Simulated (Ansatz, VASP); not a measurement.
# Si3P4 in VASP and in Ansatz

```
Si P
1.0
     9.77545    0.00000    0.00000
    -4.88772    8.46579    0.00000
     0.00000    0.00000    3.68719
Si P
6 8
Direct
  0.82613 0.22869 0.75000
  0.59744 0.82613 0.25000
  0.22869 0.40256 0.25000
  0.77131 0.59744 0.75000
  0.40256 0.17387 0.75000
  0.17387 0.77131 0.25000
  0.66667 0.33333 0.75000
  0.33333 0.66667 0.25000
  0.62980 0.97373 0.75000
  0.65607 0.62980 0.25000
  0.97373 0.34393 0.25000
  0.02627 0.65607 0.75000
  0.37020 0.02627 0.25000
  0.34393 0.37020 0.75000
```

Alike in both runs: functional PBE; k mesh 3 × 3 × 6; occupations gaussian, width 0.1 eV; no spin polarisation.

Ansatz relaxed the structure, and its values are those at the end. VASP's run is a single point on that final structure, the one shown.

|  | VASP | Ansatz |
| --- | --- | --- |
| version | VASP 6.6.1 | Ansatz 0.2.0 |
| potentials or method | VASP PAW PBE potentials, release 64 (Si, P), cutoff 520 eV | scalar-relativistic, plane waves, PAW |
| valence electrons in the cell | 64 | 64 |

Ansatz gave:

- gap on the k mesh at the Fermi level (eV): none
- pressure (GPa): 0.0
- rms of the force components (eV/Å): 0.003

Estimate VASP's values.

gap on the k mesh at the Fermi level (eV): none; pressure (GPa): -0.1; rms of the force components (eV/Å): 0.004.

A gap of «none» marks a metal or a gap that the smearing closes.
